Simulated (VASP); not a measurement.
# LiCl (Fm-3m) in VASP: further runs

LiCl is run at these levels: HSE06, PBE0; tasks: single point.

All numbers are computed with VASP 6.6.1; they aren't measurements. Logs are shortened: lines on timing, memory, paths and dates and some standing lists are left out, and cuts for length are marked.

## 1. The cell of the first run

It takes space group Fm-3m (No. 225, cubic). Conventional cell: a = 5.112 Å, b = 5.112 Å, c = 5.112 Å, α = 90.00°, β = 90.00°, γ = 90.00°. Within 3.4 Å of Li (site symmetry m-3m) lie 6 Cl at 2.56 Å. Within 3.4 Å of Cl (site symmetry m-3m) lie 6 Li at 2.56 Å.

## 2. Single point, HSE06

Contents of POSCAR:

```
LiCl
1.0
    0.0000000000      2.5560369887      2.5560369887
    2.5560369887      0.0000000000      2.5560369887
    2.5560369887      2.5560369887      0.0000000000
Li Cl
1 1
Direct
    0.0000000000      0.0000000000      0.0000000000
    0.5000000000      0.5000000000      0.5000000000
```

Contents of INCAR.step1:

```
PREC = Accurate ; ENCUT = 520
EDIFF = 1E-5 ; ISMEAR = 0
SIGMA = 0.01 ; LREAL = F
LASPH = T ; NELM = 80
ALGO = Normal ; ISIF = 2
LWAVE = T ; LCHARG = F
GGA = PE ; NBANDS = 12
```

Contents of INCAR.step2:

```
PREC = Accurate ; ENCUT = 520
EDIFF = 1E-6 ; ISMEAR = 0
SIGMA = 0.01 ; LREAL = F
LASPH = T ; NELM = 80
ALGO = Normal ; ISIF = 2
LWAVE = F ; LCHARG = F
GGA = PE ; LHFCALC = T
HFSCREEN = 0.2079 ; PRECFOCK = Normal
ISTART = 1 ; NBANDS = 12
```

Contents of KPOINTS:

```
Automatic mesh
0
Gamma
  6 6 6
```

Potentials or basis: VASP PAW PBE potentials, release 64 (Li_sv, Cl).

Started as:

```
$ cat potpaw_PBE.64/Li_sv/POTCAR potpaw_PBE.64/Cl/POTCAR > POTCAR
$ cp INCAR.step1 INCAR
$ mpirun -np 1 vasp_std > vasp.out
$ cp INCAR.step2 INCAR
$ mpirun -np 1 vasp_std > vasp.out
```

OUTCAR:

```text
PREC = Accurate
   ENCUT = 520
   EDIFF = 1E-6
   ISMEAR = 0
   LREAL = F
   LASPH = T
   NELM = 80
   ISIF = 2
   GGA = PE
   LHFCALC = T
   HFSCREEN = 0.2079
   PRECFOCK = Normal
   ISTART = 1

 ion  position               nearest neighbor table
   1  0.000  0.000  0.000-   2 2.56   2 2.56   2 2.56   2 2.56   2 2.56   2 2.56
   2  0.500  0.500  0.500-   1 2.56   1 2.56   1 2.56   1 2.56   1 2.56   1 2.56

  LATTYP: Found a face centered cubic cell.
 ALAT       =     5.1120739774

  Lattice vectors:

 A1 = (   0.0000000000,   2.5560369887,   2.5560369887)
 A2 = (   2.5560369887,   0.0000000000,   2.5560369887)
 A3 = (   2.5560369887,   2.5560369887,   0.0000000000)

Analysis of symmetry for initial positions (statically):
=====================================================================
 Subroutine PRICEL returns:
 Original cell was already a primitive cell.

 Routine SETGRP: Setting up the symmetry group for a
 face centered cubic supercell.

 Subroutine GETGRP returns: Found 48 space group operations
 (whereof 48 operations were pure point group operations)
 out of a pool of 48 trial point group operations.

The static configuration has the point symmetry O_h .

Analysis of symmetry for dynamics (positions and initial velocities):
=====================================================================
 Subroutine PRICEL returns:
 Original cell was already a primitive cell.

 Routine SETGRP: Setting up the symmetry group for a
 face centered cubic supercell.

 Subroutine GETGRP returns: Found 48 space group operations
 (whereof 48 operations were pure point group operations)
 out of a pool of 48 trial point group operations.

The dynamic configuration has the point symmetry O_h .

 Subroutine INISYM returns: Found 48 space group operations
 (whereof 48 operations are pure point group operations),
 and found     1 'primitive' translations

----------------------------------------------------------------------------------------

                                     Primitive cell

  volume of cell :      33.3988

  direct lattice vectors                    reciprocal lattice vectors
     0.000000000  2.556036989  2.556036989    -0.195615323  0.195615323  0.195615323
     2.556036989  0.000000000  2.556036989     0.195615323 -0.195615323  0.195615323
     2.556036989  2.556036989  0.000000000     0.195615323  0.195615323 -0.195615323

  length of vectors
[... 90 lines left out ...]
   IALGO  =     38    algorithm
   IMIX   =      1    mixing-type and parameters
     AMIX     =   0.40;   BMIX     =  1.00
     AMIX_MAG =   1.60;   BMIX_MAG =  1.00
  volume/ion in A,a.u.               =      16.70       112.69
  Fermi-wavevector in a.u.,A,eV,Ry     =   1.095211  2.069648 16.320006  1.199487
  Thomas-Fermi vector in A             =   2.231530
   LORBIT       =      0    0 simple, 1 ext, 2 COOP (PROOUT), +10 PAW based schemes
   GGA     = PE    functional components
   LHFCALC =     T    Hartree Fock is set to
   PRECFOCK=normal    Normal, Fast or Accurate (Low or Medium for compatibility)
   ENCUT4O =  -1.0   cutoff for four orbital integrals eV
   NKREDX  =     1    reduce k-point grid by
   NKREDY  =     1    reduce k-point grid by
   NKREDZ  =     1    reduce k-point grid by
   AEXX    =    0.2500 exact exchange contribution
   HFSCREEN=    0.2079 screening length (either q_TF or 0.3 A-1)
   HFSCREENC=   0.2079 screening length for correlation (either q_TF or 0.3 A-1)
   ENCUTFOCK=  -1.0 apply spherical cutoff to Coloumb kernel
   IVDW    =     0    specifies the selected vdW correction
   LEPSILON=     F    determine dielectric tensor
   LRPA    =     F    only Hartree local field effects (RPA)
 non-spin polarized calculation
 Gauss-broadening in eV      SIGMA  =   0.01
  energy-cutoff  :      520.00
  volume of cell :       33.40
 maximum number of plane-waves:       934
  NGX = 24; NGY = 24; NGZ = 24

 number of electron      10.0000003 magnetization

 Free energy of the ion-electron system (eV)
  ---------------------------------------------------
  ext. energy  EPLUGINS =         0.00000000
  ---------------------------------------------------
  free energy    TOTEN  =        -8.45942713 eV

  energy without entropy =       -8.45942713  energy(sigma->0) =       -8.45942713

 E-fermi :  -0.1768     XC(G=0):  -7.2962

 val. band max:       -0.3043482532   @ k =   0.0000   0.0000   0.0000
 cond. band min:       7.4894421600   @ k =   0.0000   0.0000   0.0000
 fundamental gap:      7.7937904132
 Fermi energy:        -0.1768433152

 k-point     1 :       0.0000    0.0000    0.0000
  band No.  band energies     occupation
      1     -46.5605      2.00000
      2     -15.0065      2.00000
      3      -0.3043      2.00000
      4      -0.3043      2.00000
      5      -0.3043      2.00000
      6       7.4894      0.00000
      7      13.1694      0.00000
      8      13.1694      0.00000
      9      13.1694      0.00000
     10      15.9831      0.00000
     11      15.9832      0.00000
     12      15.9881      0.00000
[... 211 lines left out ...]
 k-point    16 :      -0.3333    0.5000    0.1667
  band No.  band energies     occupation
      1     -46.5561      2.00000
      2     -14.1014      2.00000
      3      -3.0628      2.00000
      4      -2.1067      2.00000
      5      -1.4769      2.00000
      6       9.9302      0.00000
      7      10.5242      0.00000
      8      12.6923      0.00000
      9      12.7944      0.00000
     10      16.4483      0.00000
     11      18.7886      0.00000
     12      20.3657      0.00000

------------------------ aborting loop because EDIFF is reached ----------------------------------------

  FORCE on cell =-STRESS in cart. coord.  units (eV):
  Direction    XX          YY          ZZ          XY          YZ          ZX
  --------------------------------------------------------------------------------------
  -------------------------------------------------------------------------------------
  Total       -0.0048050     -0.0048050     -0.0048050     -0.0000000      0.0000000     -0.0000000
  in kB       -0.2305032     -0.2305032     -0.2305032     -0.0000000      0.0000000     -0.0000000
  external PRESSURE =      -0.2305032 kB  Pullay stress =       0.0000000 kB

 VOLUME and BASIS-vectors are now :
 -----------------------------------------------------------------------------
  energy-cutoff  :      520.00
  volume of cell :       33.40
      direct lattice vectors                 reciprocal lattice vectors
     0.000000000  2.556036989  2.556036989    -0.195615323  0.195615323  0.195615323
     2.556036989  0.000000000  2.556036989     0.195615323 -0.195615323  0.195615323
     2.556036989  2.556036989  0.000000000     0.195615323  0.195615323 -0.195615323

 POSITION                                       TOTAL-FORCE (eV/Angst)
 -----------------------------------------------------------------------------------
      0.00000      0.00000      0.00000        -0.000000      0.000000     -0.000000
      2.55604      2.55604      2.55604         0.000000     -0.000000      0.000000
 -----------------------------------------------------------------------------------
    total drift:                               -0.000000      0.000000      0.000000

  FREE ENERGIE OF THE ION-ELECTRON SYSTEM (eV)
  ---------------------------------------------------
  free  energy   TOTEN  =        -8.4594271310 eV

  energy  without entropy=       -8.4594271310  energy(sigma->0) =       -8.45942713
```

Wall time 6.9 min (1 thread of Intel Xeon Platinum 8375C at 2.90GHz (Ice Lake), shared host); peak memory 0.26 GiB.

What came out:

- Free energy: -8.4594 eV
- Band gap on the k mesh: 7.79 eV

Caveat: the cutoff is under 1.25 times the usual one of these potentials, so pressure, stress and relaxed cells hold a basis-set (Pulay) error; the PAW data sets were made with another functional, which shifts forces and pressure a little.

## 3. Single point, PBE0

POSCAR is that of step 2.

Contents of INCAR.step1:

```
PREC     = Accurate       # precision mode
ENCUT    = 520            # plane-wave cutoff, eV
EDIFF    = 1E-5           # SCF threshold, eV
ISMEAR   = 0              # smearing method
SIGMA    = 0.01           # smearing width, eV
LREAL    = False          # projectors in reciprocal space
LASPH    = True           # aspherical terms in the spheres
NELM     = 60             # most SCF steps
ALGO     = Normal         # electronic algorithm
ISIF     = 2              # what is computed and relaxed
LWAVE    = True           # write WAVECAR
LCHARG   = False          # write CHGCAR
NBANDS   = 12             # bands
GGA      = PE             # functional
```

Contents of INCAR.step2:

```
PREC     = Accurate       # precision mode
ENCUT    = 520            # plane-wave cutoff, eV
EDIFF    = 1E-7           # SCF threshold, eV
ISMEAR   = 0              # smearing method
SIGMA    = 0.01           # smearing width, eV
LREAL    = False          # projectors in reciprocal space
LASPH    = True           # aspherical terms in the spheres
NELM     = 60             # most SCF steps
ALGO     = Normal         # electronic algorithm
ISIF     = 2              # what is computed and relaxed
LWAVE    = False          # write WAVECAR
LCHARG   = False          # write CHGCAR
GGA      = PE             # functional
LHFCALC  = True           # exact exchange
AEXX     = 0.25           # exact-exchange fraction
PRECFOCK = Normal       
NBANDS   = 12             # bands
ISTART   = 1
```

KPOINTS is that of step 2.

Potentials or basis: VASP PAW PBE potentials, release 64 (Li_sv, Cl).

Started as:

```
$ cat potpaw_PBE.64/Li_sv/POTCAR potpaw_PBE.64/Cl/POTCAR > POTCAR
$ cp INCAR.step1 INCAR
$ mpirun -np 1 vasp_std > vasp.out
$ cp INCAR.step2 INCAR
$ mpirun -np 1 vasp_std > vasp.out
```

Wall time 8.3 min (1 thread of Intel Xeon Platinum 8375C at 2.90GHz (Ice Lake), shared host); peak memory 0.17 GiB.

Results (log left out):

| Item | Value |
| --- | --- |
| Free energy | -8.9862 eV |
| Band gap on the k mesh | 8.52 eV |

Levels at points of the mesh, in eV from the valence-band top:
| k point | band 2 | band 3 | band 4 | band 5 | band 6 | band 7 | band 8 | band 9 |
| --- | --- | --- | --- | --- | --- | --- | --- | --- |
| (0.00, 0.00, 0.00) | -14.74 | 0.00 | 0.00 | 0.00 | 8.52 | 14.24 | 14.24 | 14.24 |
| (0.50, 0.00, 0.00) | -14.10 | -3.13 | -0.29 | -0.29 | 8.87 | 11.77 | 11.77 | 15.59 |
| (0.50, 0.50, 0.00) | -13.82 | -3.20 | -1.22 | -1.22 | 10.08 | 10.35 | 15.00 | 16.71 |

Caveat: the cutoff is under 1.25 times the usual one of these potentials, so pressure, stress and relaxed cells hold a basis-set (Pulay) error; the PAW data sets were made with another functional, which shifts forces and pressure a little.
